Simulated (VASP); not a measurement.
Input of a VASP 6.6.1 run:

The input INCAR:

```
SYSTEM = C
PREC = Accurate
ENCUT = 520
EDIFF = 1E-6
ISMEAR = 0
SIGMA = 0.1
LREAL = .FALSE.
LASPH = .TRUE.
NELM = 60
ALGO = Normal
ISIF = 2
LWAVE = .FALSE.
LCHARG = .FALSE.
LDIPOL = .TRUE.
IDIPOL = 3
DIPOL = 0.5 0.5 0.500
GGA = PS
NBANDS = 36
```

File KPOINTS:

```
Automatic mesh
0
G
  14 4 1
  0 0 0
```

Contents of POSCAR:

```
C
1.0
    2.4588140218      0.0000000000      0.0000000000
    0.0000000000      8.5228814217      0.0000000000
    0.0000000000      0.0000000000     26.3567754991
C
12
Direct
    0.0000000000      0.0000000000      0.2862707010
    0.5000000000      0.0000000000      0.3096979957
    0.5000000000      0.0000000000      0.3654699779
    0.0000000000      0.0000000000      0.3918792789
    0.0000000000      0.0000000000      0.4461791106
    0.5000000000      0.0000000000      0.4729224901
    0.5000000000      0.0000000000      0.5270773558
    0.0000000000      0.0000000000      0.5538208921
    0.0000000000      0.0000000000      0.6081207756
    0.5000000000      0.0000000000      0.6345300518
    0.5000000000      0.0000000000      0.6903020549
    0.0000000000      0.0000000000      0.7137293154
```

Potentials or basis: VASP PAW PBE potentials, release 64 (C).

The run is started by

```console
$ cat potpaw_PBE.64/C/POTCAR > POTCAR
$ mpirun -np 1 vasp_std > vasp.out
```

**Question.** Estimate the band gap on the k mesh.

**Answer.** Zero (band 24 reaches -3.24 eV, above the bottom of band 25 at -3.67 eV).

**Question.** What does it give for the largest force?

**Answer.** 0.058 eV/Å.

Forces in eV/Å, atoms in the order of the input:
```
C    0.000  0.000 -0.058
C    0.000  0.000  0.006
C    0.000  0.000  0.002
C    0.000  0.000 -0.007
C    0.000  0.000  0.000
C    0.000  0.000  0.003
C    0.000  0.000 -0.003
C    0.000  0.000  0.000
C    0.000  0.000  0.007
C    0.000  0.000 -0.002
C    0.000  0.000 -0.006
C    0.000  0.000  0.058
```

Caveat: the PAW data sets were made with another functional, which shifts forces and pressure a little.
